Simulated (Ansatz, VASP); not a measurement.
# RbBr: VASP beside Ansatz

File POSCAR:

```
RbBr
1.0
    4.1260773000      0.0000000000      0.0000000000
    0.0000000000      4.1260773000      0.0000000000
    0.0000000000      0.0000000000      4.1260773000
Rb Br
1 1
Direct
    0.0000000000      0.0000000000      0.0000000000
    0.5000000000      0.5000000000      0.5000000000
```

Contents of INCAR.step1:

```
SYSTEM = RbBr
PREC = Accurate
ENCUT = 520
EDIFF = 1E-5
ISMEAR = -1
SIGMA = 0.05
LREAL = .FALSE.
LASPH = .TRUE.
NELM = 80
ALGO = Normal
ISIF = 2
LWAVE = .TRUE.
NBANDS = 15
GGA = PE
```

File INCAR.step2:

```
SYSTEM = RbBr
PREC = Accurate
ENCUT = 520
EDIFF = 1E-7
ISMEAR = -1
SIGMA = 0.05
LREAL = .FALSE.
LASPH = .TRUE.
NELM = 80
ALGO = Normal
ISIF = 2
LWAVE = .FALSE.
LCHARG = .TRUE.
GGA = PE
LHFCALC = .TRUE.
AEXX = 0.05
HFSCREEN = 0.2
PRECFOCK = Normal
LELF = .TRUE.
LVHAR = .TRUE.
NBANDS = 15
ISTART = 1
```

Contents of KPOINTS:

```
Automatic mesh
0
G
  4 4 4
  0 0 0
```

The input input.yaml:

```yaml
crystal:
  lattice:
    - [4.1260773, 0.0, 0.0]
    - [0.0, 4.1260773, 0.0]
    - [0.0, 0.0, 4.1260773]
  atoms:
    - { symbol: Rb, position: [0.0, 0.0, 0.0] }
    - { symbol: Br, position: [0.5, 0.5, 0.5] }
kpoints:
  mp_grid: { grid: [4, 4, 4] }
scf:
  occupations: { method: fermi_dirac, width: 0.05 }
hamiltonian:
  xc: { preset: hse06, exx: { coeff: 0.05, omega: 0.2 } }
  pseudopotentials: { kind: all_electron, datasets: crystal }
output:
  forces: true
  stress: true
```

Alike in both runs: task single point; functional PBE-based screened hybrid; k mesh 4 × 4 × 4; occupations fermi-dirac, width 0.05 eV; no spin polarisation.

|  | VASP | Ansatz |
| --- | --- | --- |
| version | VASP 6.6.1 | Ansatz 0.2.0 |
| potentials or method | VASP PAW PBE potentials, release 64 (Rb_sv, Br), cutoff 520 eV | all-electron PAW datasets made for the crystal |

```tsv
	VASP	Ansatz	Ansatz less VASP
gap on the k mesh at the Fermi level (eV)	4.32	4.32	+0.001
least direct gap on the mesh (eV)	4.47	4.47	0.000
pressure (GPa)	0.8	0.7	-0.03
```

VASP's potentials were made for PBE, not for PBE-based screened hybrid. Ansatz ran all-electron here, and VASP with PAW potentials.
